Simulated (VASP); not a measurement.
# GaN (P6/mmm) in VASP: a series of runs

The runs below take GaN through single point, relaxation of cell and atoms, with PBE.

Everything below comes from runs of VASP 6.6.1. Logs are shortened: lines on timing, memory, paths and dates and some standing lists are left out, and cuts for length are marked.

**1. The cell of the first run**

It takes space group P6/mmm (No. 191, hexagonal). Conventional cell: a = 5.230 Å, b = 5.230 Å, c = 3.390 Å, α = 90.00°, β = 90.00°, γ = 120.00°. Within 2.3 Å of Ga (site symmetry 6/mmm) lie 2 N at 1.70 Å. N (site symmetry 6/mmm) has 2 Ga at 1.70 Å within 2.3 Å.

**2. Single point, PBE**

INCAR

```
PREC     = Accurate       # precision mode
ENCUT    = 520            # plane-wave cutoff, eV
EDIFF    = 1E-6           # SCF threshold, eV
ISMEAR   = 0              # smearing method
SIGMA    = 0.1            # smearing width, eV
LREAL    = F              # projectors in reciprocal space
LASPH    = T              # aspherical terms in the spheres
NELM     = 100            # most SCF steps
ALGO     = Normal         # electronic algorithm
ISIF     = 2              # what is computed and relaxed
LWAVE    = F              # write WAVECAR
LCHARG   = F              # write CHGCAR
GGA      = PE             # functional
NBANDS   = 16             # bands
```

KPOINTS

```
regular mesh
0
Gamma
  24 24 14
```

POSCAR

```
GaN
1.0
    5.2303811795      0.0000000000      0.0000000000
   -2.6151905898      4.5296429729      0.0000000000
    0.0000000000      0.0000000000      3.3900992448
Ga N
1 1
Direct
    0.0000000000      0.0000000000      0.5000000000
    0.0000000000      0.0000000000      0.0000000000
```

Potentials or basis: VASP PAW PBE potentials, release 64 (Ga_d, N).

On the command line:

```sh
cat potpaw_PBE.64/Ga_d/POTCAR potpaw_PBE.64/N/POTCAR > POTCAR
mpirun -np 1 vasp_std > vasp.out
```

OUTCAR:

```text
PREC = Accurate
   ENCUT = 520
   EDIFF = 1E-6
   ISMEAR = 0
   LREAL = F
   LASPH = T
   NELM = 100
   ISIF = 2
   GGA = PE

 ion  position               nearest neighbor table
   1  0.000  0.000  0.500-   2 1.70   2 1.70
   2  0.000  0.000  0.000-   1 1.70   1 1.70

  LATTYP: Found a hexagonal cell.
 ALAT       =     5.2303811795
 C/A-ratio  =     0.6481552928

  Lattice vectors:

 A1 = (   5.2303811795,   0.0000000000,   0.0000000000)
 A2 = (  -2.6151905898,   4.5296429729,   0.0000000000)
 A3 = (   0.0000000000,   0.0000000000,   3.3900992448)

Analysis of symmetry for initial positions (statically):
=====================================================================
 Subroutine PRICEL returns:
 Original cell was already a primitive cell.

 Routine SETGRP: Setting up the symmetry group for a
 hexagonal supercell.

 Subroutine GETGRP returns: Found 24 space group operations
 (whereof 24 operations were pure point group operations)
 out of a pool of 24 trial point group operations.

The static configuration has the point symmetry D_6h.

Analysis of symmetry for dynamics (positions and initial velocities):
=====================================================================
 Subroutine PRICEL returns:
 Original cell was already a primitive cell.

 Routine SETGRP: Setting up the symmetry group for a
 hexagonal supercell.

 Subroutine GETGRP returns: Found 24 space group operations
 (whereof 24 operations were pure point group operations)
 out of a pool of 24 trial point group operations.

The dynamic configuration has the point symmetry D_6h.

 Subroutine INISYM returns: Found 24 space group operations
 (whereof 24 operations are pure point group operations),
 and found     1 'primitive' translations

----------------------------------------------------------------------------------------

                                     Primitive cell

  volume of cell :      80.3174

  direct lattice vectors                    reciprocal lattice vectors
     5.230381180  0.000000000  0.000000000     0.191190654  0.110383976  0.000000000
    -2.615190590  4.529642973  0.000000000     0.000000000  0.220767951  0.000000000
     0.000000000  0.000000000  3.390099245     0.000000000  0.000000000  0.294976615

  length of vectors
     5.230381180  5.230381180  3.390099245     0.220767951  0.220767951  0.294976615

  position of ions in fractional coordinates (direct lattice)
     0.000000000  0.000000000  0.500000000
     0.000000000  0.000000000  0.000000000

  ion indices of the primitive-cell ions
   primitive index   ion index
                 1           1
                 2           2

----------------------------------------------------------------------------------------

 KPOINTS: regular mesh

Automatic generation of k-mesh.
 Grid dimensions read from file:
 generate k-points for:   24   24   14

 Generating k-lattice:

  Cartesian coordinates                     Fractional coordinates (reciprocal lattice)
     0.007966277  0.004599332  0.000000000     0.041666667  0.000000000  0.000000000
     0.000000000  0.009198665  0.000000000     0.000000000  0.041666667  0.000000000
     0.000000000  0.000000000  0.021069758     0.000000000  0.000000000  0.071428571

  Length of vectors
     0.009198665  0.009198665  0.021069758

  Shift w.r.t. Gamma in fractional coordinates (k-lattice)
     0.000000000  0.000000000  0.000000000

 Subroutine IBZKPT returns following result:
 ===========================================

 Found    488 irreducible k-points:

 Following reciprocal coordinates:
            Coordinates               Weight
  0.000000  0.000000  0.000000      1.000000
  0.041667  0.000000  0.000000      6.000000
  0.083333  0.000000  0.000000      6.000000
  0.125000  0.000000  0.000000      6.000000
  0.166667  0.000000  0.000000      6.000000
  0.208333  0.000000  0.000000      6.000000
[... 16 lines left out ...]
  0.416667  0.041667  0.000000     12.000000
  0.458333  0.041667  0.000000     12.000000
 [... further k-points ...]
   k-points           NKPTS =    488   k-points in BZ     NKDIM =    488   number of bands    NBANDS=     16
   number of dos      NEDOS =    301   number of ions     NIONS =      2
   total plane-waves  NPLWV =  44800
   dimension x,y,z NGX =    40 NGY =   40 NGZ =   28
   dimension x,y,z NGXF=    80 NGYF=   80 NGZF=   56
   ions per type =               1   1
   NGX,Y,Z   is equivalent  to a cutoff of  12.71, 12.71, 13.73 a.u.
   NGXF,Y,Z  is equivalent  to a cutoff of  25.43, 25.43, 27.46 a.u.
 SYSTEM =  unknown system
   PREC   = accura    normal or accurate (medium, high low for compatibility)
   ISTART =      0    job   : 0-new  1-cont  2-samecut
   ICHARG =      2    charge: 1-file 2-atom 10-const
   ISPIN  =      1    spin polarized calculation?
   LNONCOLLINEAR =      F non collinear calculations
   LSORBIT =      F    spin-orbit coupling
   LASPH  =      T    aspherical Exc in radial PAW
   ENCUT  =  520.0 eV  38.22 Ry    6.18 a.u.   9.73  9.73  6.30*2*pi/ulx,y,z
   NELM   =    100;   NELMIN=  2; NELMDL= -5     # of ELM steps
   EDIFF  = 0.1E-05   stopping-criterion for ELM
   LREAL  =      F    real-space projection
   EDIFFG = 0.1E-04   stopping-criterion for IOM
   NSW    =      0    number of steps for IOM
   IBRION =     -1    ionic relax: 0-MD 1-quasi-New 2-CG
   NFREE  =      0    steps in history (QN), initial steepest desc. (CG)
   ISIF   =      2    stress and relaxation
   ISYM   =      2    0-nonsym 1-usesym 2-fastsym
   POTIM  = 0.5000    time-step for ionic-motion
   TEBEG  =    0.0;   TEEND  =   0.0 temperature during run
   PSTRESS=    0.0 pullay stress
   NELECT =      18.0000    total number of electrons
   NUPDOWN=      -1.0000    fix difference up-down
   EMIN   =  10.00;   EMAX   =-10.00  energy-range for DOS
   EFERMI =   0.00;   METHOD = LEGACY
   ISMEAR =     0;   SIGMA  =   0.10  broadening in eV -4-tet -1-fermi 0-gaus
   EFERMI_NEDOS =   21; number of points for ismear=-14 and -15
   IALGO  =     38    algorithm
   IMIX   =      4    mixing-type and parameters
     AMIX     =   0.40;   BMIX     =  1.00
     AMIX_MAG =   1.60;   BMIX_MAG =  1.00
  volume/ion in A,a.u.               =      40.16       271.00
  Fermi-wavevector in a.u.,A,eV,Ry     =   0.994403  1.879149 13.453949  0.988837
  Thomas-Fermi vector in A             =   2.126352
   LORBIT       =      0    0 simple, 1 ext, 2 COOP (PROOUT), +10 PAW based schemes
   GGA     = PE    functional components
   LHFCALC =     F    Hartree Fock is set to
   AEXX    =    0.0000 exact exchange contribution
   IVDW    =     0    specifies the selected vdW correction
   LEPSILON=     F    determine dielectric tensor
   LRPA    =     F    only Hartree local field effects (RPA)
 non-spin polarized calculation
 Gauss-broadening in eV      SIGMA  =   0.10
  energy-cutoff  :      520.00
  volume of cell :       80.32
 maximum number of plane-waves:      2187
 NGX is ok and might be reduce to    40
   NGX = 19   NGY = 19   NGZ = 13

 number of electron      18.0000010 magnetization

 Free energy of the ion-electron system (eV)
  ---------------------------------------------------
  ext. energy  EPLUGINS =         0.00000000
  ---------------------------------------------------
  free energy    TOTEN  =        -9.45353689 eV

  energy without entropy =       -9.45353689  energy(sigma->0) =       -9.45353689

 E-fermi :  -1.8064     XC(G=0):  -5.4976

 val. band max:       -2.2552000252   @ k =   0.0000   0.0000   0.5000
 cond. band min:      -1.0898497063   @ k =   0.0000   0.0000   0.0000
 fundamental gap:      1.1653503189
 Fermi energy:        -1.8064332212

 k-point     1 :       0.0000    0.0000    0.0000
  band No.  band energies     occupation
      1     -18.7041      2.00000
      2     -16.6458      2.00000
      3     -16.6458      2.00000
      4     -16.4631      2.00000
      5     -16.4631      2.00000
      6     -13.8095      2.00000
[... 8 lines left out ...]
     15       5.9692      0.00000
     16       7.5008      0.00000

 k-point     2 :       0.0417    0.0000    0.0000
  band No.  band energies     occupation
      1     -18.7041      2.00000
      2     -16.6458      2.00000
      3     -16.6458      2.00000
      4     -16.4631      2.00000
      5     -16.4631      2.00000
      6     -13.8092      2.00000
[... 8 lines left out ...]
     15       6.0273      0.00000
     16       7.6249      0.00000

 k-point     3 :       0.0833    0.0000    0.0000
  band No.  band energies     occupation
      1     -18.7040      2.00000
      2     -16.6458      2.00000
      3     -16.6458      2.00000
      4     -16.4631      2.00000
      5     -16.4631      2.00000
      6     -13.8083      2.00000
[... 8 lines left out ...]
     15       6.1772      0.00000
     16       7.9421      0.00000

 k-point     4 :       0.1250    0.0000    0.0000
  band No.  band energies     occupation
      1     -18.7039      2.00000
      2     -16.6458      2.00000
      3     -16.6457      2.00000
      4     -16.4631      2.00000
      5     -16.4631      2.00000
      6     -13.8069      2.00000
[... 8 lines left out ...]
     15       6.3851      0.00000
     16       8.3730      0.00000

 k-point     5 :       0.1667    0.0000    0.0000
  band No.  band energies     occupation
      1     -18.7038      2.00000
      2     -16.6458      2.00000
      3     -16.6456      2.00000
      4     -16.4631      2.00000
      5     -16.4631      2.00000
      6     -13.8050      2.00000
[... 8 lines left out ...]
     15       6.6343      0.00000
     16       8.8747      0.00000

 k-point     6 :       0.2083    0.0000    0.0000
  band No.  band energies     occupation
      1     -18.7036      2.00000
      2     -16.6458      2.00000
      3     -16.6455      2.00000
      4     -16.4631      2.00000
      5     -16.4631      2.00000
      6     -13.8028      2.00000
[... 8 lines left out ...]
     15       6.9179      0.00000
     16       9.4277      0.00000
[... 267 lines left out ...]
 k-point    21 :       0.3333    0.0417    0.0000
  band No.  band energies     occupation
      1     -18.7029      2.00000
      2     -16.6458      2.00000
      3     -16.6452      2.00000
      4     -16.4632      2.00000
      5     -16.4631      2.00000
      6     -13.7947      2.00000
[... 8 lines left out ...]
     15       8.2340      0.00000
     16      10.5880      0.00000

 k-point    22 :       0.3750    0.0417    0.0000
  band No.  band energies     occupation
      1     -18.7028      2.00000
      2     -16.6458      2.00000
      3     -16.6451      2.00000
      4     -16.4632      2.00000
      5     -16.4631      2.00000
      6     -13.7930      2.00000
[... 8 lines left out ...]
     15       8.6458      0.00000
     16      10.0699      0.00000

 k-point    23 :       0.4167    0.0417    0.0000
  band No.  band energies     occupation
      1     -18.7027      2.00000
      2     -16.6458      2.00000
      3     -16.6451      2.00000
      4     -16.4632      2.00000
      5     -16.4631      2.00000
      6     -13.7918      2.00000
[... 8 lines left out ...]
     15       9.0711      0.00000
     16       9.5988      0.00000

 k-point    24 :       0.4583    0.0417    0.0000
  band No.  band energies     occupation
      1     -18.7026      2.00000
      2     -16.6458      2.00000
      3     -16.6450      2.00000
      4     -16.4632      2.00000
      5     -16.4631      2.00000
      6     -13.7912      2.00000
[... 8 lines left out ...]
     15       9.2140      0.00000
     16       9.4907      0.00000

 [... further k-points ...]
[... 5 lines left out ...]
  --------------------------------------------------------------------------------------
  -------------------------------------------------------------------------------------
  Total        0.0055171      0.0055171     -0.3878967     -0.0000000     -0.0000000      0.0000000
  in kB        0.1100556      0.1100556     -7.7377906     -0.0000000     -0.0000000      0.0000000
  external PRESSURE =      -2.5058932 kB  Pullay stress =       0.0000000 kB

 VOLUME and BASIS-vectors are now :
 -----------------------------------------------------------------------------
  energy-cutoff  :      520.00
  volume of cell :       80.32
      direct lattice vectors                 reciprocal lattice vectors
     5.230381180  0.000000000  0.000000000     0.191190654  0.110383976  0.000000000
    -2.615190590  4.529642973  0.000000000     0.000000000  0.220767951  0.000000000
     0.000000000  0.000000000  3.390099245     0.000000000  0.000000000  0.294976615

 POSITION                                       TOTAL-FORCE (eV/Angst)
 -----------------------------------------------------------------------------------
      0.00000      0.00000      1.69505         0.000000      0.000000      0.000000
      0.00000      0.00000      0.00000        -0.000000      0.000000      0.000000
 -----------------------------------------------------------------------------------
    total drift:                               -0.000000     -0.000000      0.000000

  FREE ENERGIE OF THE ION-ELECTRON SYSTEM (eV)
  ---------------------------------------------------
  free  energy   TOTEN  =        -9.4535368933 eV

  energy  without entropy=       -9.4535368933  energy(sigma->0) =       -9.45353689
```

Wall time 9.4 min (1 thread of Intel Xeon Platinum 8375C at 2.90GHz (Ice Lake), shared host); peak memory 0.68 GiB.

What came out:

- Free energy: -9.4535 eV
- Pressure: -0.3 GPa
- Band gap on the k mesh: 1.17 eV, indirect (least direct gap 2.85 eV)

**3. Relaxation of cell and atoms, PBE**

This run uses another cell than the first one, of 12.20 Å³/atom, 0.304 times its volume.

INCAR

```
SYSTEM = GaN
PREC = Accurate
ENCUT = 600
EDIFF = 1E-7
ISMEAR = 0
SIGMA = 0.1
LREAL = .FALSE.
LASPH = .TRUE.
NELM = 100
ALGO = Normal
ISIF = 3
LWAVE = .FALSE.
LCHARG = .FALSE.
GGA = PE
IBRION = 2
NSW = 100
EDIFFG = -0.01
```

KPOINTS

```
Automatic mesh
0
G
  24 24 14
  0 0 0
```

POSCAR

```
GaN
1.0
    2.6272434380      0.0000000000      0.0000000000
   -1.3136217190      2.2752595592      0.0000000000
    0.0000000000      0.0000000000      4.0804925120
Ga N
1 1
Direct
    0.0000000000      0.0000000000      0.5000000000
    0.0000000000      0.0000000000      0.0000000000
```

Potentials or basis: VASP PAW PBE potentials, release 64 (Ga_d, N).

On the command line:

```sh
cat potpaw_PBE.64/Ga_d/POTCAR potpaw_PBE.64/N/POTCAR > POTCAR
mpirun -np 1 vasp_std > vasp.out
```

It took 47 min on 1 thread of Intel Xeon Platinum 8375C at 2.90GHz (Ice Lake), shared host; peak memory 0.4 GiB.

Results (log left out):

```
Free energy                            : -8.9962 eV
Relaxed volume                         : 18.60 Å³/atom
Relaxed cell                           : a = 3.561 Å, b = 3.561 Å, c = 3.389 Å, α = 90.00°, β = 90.00°, γ = 120.00°
Space group after relaxing (to 0.05 Å) : P6/mmm (No. 191)
Energy gained by relaxing              : 552.6 meV/atom
Ionic steps                            : 32
Pressure after relaxing                : 0.0 GPa
Band gap on the k mesh                 : zero (band 9 reaches 1.90 eV, above the bottom of band 10 at 0.91 eV)
```

Step by step:
```tsv
step	energy change (eV)	largest force (eV/Å)	pressure (GPa)	volume (Å³)
1	0.0000	0.0000	0.22	24.39
2	-0.0098	0.0000	0.99	24.45
3	-0.0298	0.0000	3.08	24.54
4	-0.1283	0.0000	9.85	24.63
5	0.0372	0.0000	49.62	24.34
6	-0.1974	0.0000	14.91	24.62
7	-0.2412	0.0000	27.18	24.52
8	-0.2417	0.0000	27.26	24.53
9	-0.2428	0.0000	27.51	24.54
10	-0.2447	0.0000	28.16	24.56
11	-0.2468	0.0000	29.38	24.61
12	-0.2425	0.0000	32.11	24.70
13	-0.2469	0.0000	29.96	24.63
14	-0.2498	0.0000	29.84	24.65
15	-0.2585	0.0000	29.69	24.71
16	-0.2758	0.0000	29.32	24.82
17	-0.3096	0.0000	28.62	25.04
18	-0.3740	0.0000	27.37	25.50
19	-0.4914	0.0000	25.27	26.42
20	-0.6761	0.0000	22.34	28.29
21	-0.8552	0.0000	19.57	32.18
22	-1.0551	0.0000	6.93	34.18
23	-1.0849	0.0000	-0.30	35.74
24	-1.0861	0.0000	0.78	35.48
25	-1.0861	0.0000	1.09	35.41
26	-1.0904	0.0000	0.90	35.63
27	-1.1001	0.0000	0.44	36.31
28	-1.1042	0.0000	-0.36	37.67
29	-1.1051	0.0000	-0.17	37.28
30	-1.1051	0.0000	-0.11	37.24
31	-1.1051	0.0000	0.15	37.19
32	-1.1051	0.0000	0.01	37.20
```

Final structure:
```yaml
crystal:
  lattice:
    - [3.56059, 0.00000, 0.00000]
    - [-1.78029, 3.08356, 0.00000]
    - [0.00000, 0.00000, 3.38865]
  atoms:
    - { symbol: Ga, position: [0.00000, 0.00000, 0.50000] }
    - { symbol: N, position: [0.00000, 0.00000, 0.00000] }
```

Levels at points of the mesh, in eV from the Fermi level:
```csv
k point,band 6,band 7,band 8,band 9,band 10,band 11,band 12,band 13
"(0.00, 0.00, 0.00)",-12.67,-4.67,-1.19,-1.19,-0.90,8.80,10.42,10.42
"(0.50, 0.00, 0.00)",-12.11,-4.45,-3.98,-1.73,1.80,4.39,7.87,8.46
"(0.00, 0.00, 0.50)",-13.93,-8.15,0.09,0.09,4.10,6.69,7.09,7.09
"(0.50, 0.00, 0.50)",-13.64,-6.93,-1.54,-0.25,0.29,5.27,6.41,9.74
```

Caveat: the volume moved by over 15 % at a fixed basis, so the end points are rough.

**4. Single point, PBE**

INCAR

```
ALGO = Normal
EDIFF = 1E-6
ENCUT = 520
GGA = PE
ISIF = 2
ISMEAR = 0
LASPH = T
LCHARG = F
LREAL = F
LWAVE = F
NBANDS = 16
NELM = 100
PREC = Accurate
SIGMA = 0.02
```

KPOINTS

```
k-points
0
Gamma
  6 6 8
```

POSCAR

```
GaN
1.0
    5.2303811795      0.0000000000      0.0000000000
   -2.6151905898      4.5296429729      0.0000000000
    0.0000000000      0.0000000000      3.3900992448
Ga N
1 1
Direct
    0.0000000000      0.0000000000      0.5000000000
    0.0000000000      0.0000000000      0.0000000000
```

On the command line:

```sh
cat potpaw_PBE.64/Ga_d/POTCAR potpaw_PBE.64/N/POTCAR > POTCAR
mpirun -np 1 vasp_std > vasp.out
```

Wall time 36 s (1 thread of Intel Xeon Platinum 8375C at 2.90GHz (Ice Lake), shared host); peak memory 0.21 GiB.

The run converged. Its results:

| Quantity | Value |
| --- | --- |
| Free energy | -9.4534 eV |
| Pressure | -0.2 GPa |
| Band gap on the k mesh | 1.16 eV, indirect (least direct gap 2.85 eV) |

Stress tensor (GPa, compression positive):
```
 0.03  0.00  0.00
 0.00  0.03  0.00
 0.00  0.00 -0.74
```

Levels at points of the mesh, in eV from the valence-band top:
| k point | band 7 | band 8 | band 9 | band 10 | band 11 | band 12 |
| --- | --- | --- | --- | --- | --- | --- |
| (0.00, 0.00, 0.00) | -3.79 | -1.69 | -1.69 | 1.16 | 6.08 | 7.54 |
| (0.50, 0.00, 0.00) | -3.79 | -2.03 | -1.76 | 1.97 | 4.82 | 6.23 |
| (0.00, 0.00, 0.50) | -6.49 | 0.00 | 0.00 | 4.40 | 4.40 | 5.37 |
| (0.50, 0.00, 0.50) | -6.44 | -0.16 | -0.03 | 3.20 | 4.13 | 6.65 |

A k mesh can miss the band edges. A hybrid or GW would open this gap; PBE tends to underestimate it.

**5. Summary**

```tsv
task	cell	k mesh	cutoff (eV)	smearing	gap on the mesh (eV)	pressure (GPa)
single point	a = 5.230, b = 5.230, c = 3.390 Å, angles 90.0, 90.0, 120.0°, 2 atoms	24 × 24 × 14	520	gaussian 0.1 eV	1.17	-0.3
relaxation of cell and atoms	relaxed from a = 2.627, b = 2.627, c = 4.080 Å, angles 90.0, 90.0, 120.0°, 2 atoms	24 × 24 × 14	600	gaussian 0.1 eV	none	0.0
single point	a = 5.230, b = 5.230, c = 3.390 Å, angles 90.0, 90.0, 120.0°, 2 atoms	6 × 6 × 8	520	gaussian 0.02 eV	1.16	-0.2
```

Alike in all rows: level PBE; potentials or basis VASP PAW PBE potentials, release 64 (Ga_d, N); no spin polarisation.

Caveats: the volume moved by over 15 % at a fixed basis, so the end points are rough (some runs).

Absolute energies hang on the potentials; compare differences alone.
